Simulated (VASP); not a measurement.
Input of a VASP 6.6.1 run:

Contents of INCAR:

```
SYSTEM = SiC
PREC = Accurate ; ENCUT = 600
EDIFF = 1E-6 ; ISMEAR = 0
SIGMA = 0.01 ; LREAL = .False.
LASPH = .True. ; NELM = 60
ALGO = Normal ; ISIF = 3
LWAVE = .False. ; LCHARG = .False.
IBRION = 2 ; NSW = 80
EDIFFG = -0.01
```

File KPOINTS:

```
regular mesh
0
Gamma
  8 8 8
  0 0 0
```

POSCAR

```
SiC
1.0
    0.0000000000      2.1790000000      2.1790000000
    2.1790000000      0.0000000000      2.1790000000
    2.1790000000      2.1790000000      0.0000000000
Si C
1 1
Direct
    0.0000000000      0.0000000000      0.0000000000
    0.2500000000      0.2500000000      0.2500000000
```

Potentials or basis: VASP PAW LDA potentials, release 64 (Si, C).

Run with:

```bash
$ cat potpaw_LDA.64/Si/POTCAR potpaw_LDA.64/C/POTCAR > POTCAR
$ mpirun -np 1 vasp_std > vasp.out
```

(1) What does it give for the space group after relaxing (to 0.05 Å)?

(2) Estimate the relaxed cell.

(3) What does it give for the relaxed volume?

(4) Estimate the band gap on the k mesh.

Answers

(1) F-43m (No. 216).

(2) a = 3.062 Å, b = 3.062 Å, c = 3.062 Å, α = 60.00°, β = 60.00°, γ = 60.00°.

(3) 10.15 Å³/atom.

(4) 1.29 eV, indirect (least direct gap 4.52 eV).
